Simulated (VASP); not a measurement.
Wanted: the native input for a VASP 6.6.1 run.

```
Task                   : single point
Functional             : PBEsol
Potentials or basis    : VASP PAW PBE potentials, release 64 (Li_sv)
Cutoff                 : 520 eV
k mesh                 : 4 × 6 × 6
Occupations            : gaussian, width 0.1 eV
Spin                   : no spin polarisation
Dipole correction      : no
Further INCAR settings : ALGO = Fast; EDIFF = 1e-07; NBANDS = 22
```

The structure of Li lies in POSCAR:

```
Li
1.0
    0.2919634816     -0.5114159395      6.0673049155
    5.4011738368     -0.3086443128      0.3234190203
   -2.9739925396      5.1497703814     -0.6585339918
Li
8
Direct
   -0.1235727605      0.0011633675      0.0007262054
    0.3764360287      0.0010083479      0.0007094553
   -0.1262210722      0.9988680851      0.4993178579
    0.3737602015      0.9989455760      0.4990662962
    0.1236734544      0.4992233946      0.9992915794
    0.6235604963      0.4991638422      0.9992526814
    0.1261264975      0.5009679015      0.5009780245
    0.6262371546      0.5006594852      0.5006578999
```

These files were run (other wordings do the same):

INCAR

```
SYSTEM = Li
ALGO     = Fast           ! electronic algorithm
EDIFF    = 1E-7           ! SCF threshold, eV
ENCUT    = 520            ! plane-wave cutoff, eV
GGA      = PS             ! functional
ISIF     = 2              ! what is computed and relaxed
ISMEAR   = 0              ! smearing method
LASPH    = .TRUE.         ! aspherical terms in the spheres
LCHARG   = .FALSE.        ! write CHGCAR
LREAL    = .FALSE.        ! projectors in reciprocal space
LWAVE    = .FALSE.        ! write WAVECAR
NBANDS   = 22             ! bands
NELM     = 60             ! most SCF steps
PREC     = Accurate       ! precision mode
SIGMA    = 0.1            ! smearing width, eV
```

KPOINTS

```
k-points
0
G
  4 6 6
  0 0 0
```

Potentials or basis: VASP PAW PBE potentials, release 64 (Li_sv).

Command:

```console
$ cat potpaw_PBE.64/Li_sv/POTCAR > POTCAR
$ mpirun -np 1 vasp_std > vasp.out
```

It gave:

```
Largest force          : 0.004 eV/Å
Band gap on the k mesh : zero (band 12 reaches 1.56 eV, above the bottom of band 13 at -0.21 eV)
```

Caveat: the PAW data sets were made with another functional, which shifts forces and pressure a little.

Wall time 15 min on 1 thread of Oxide Virtual Turin-like Processor (shared host), peak memory 0.34 GiB.
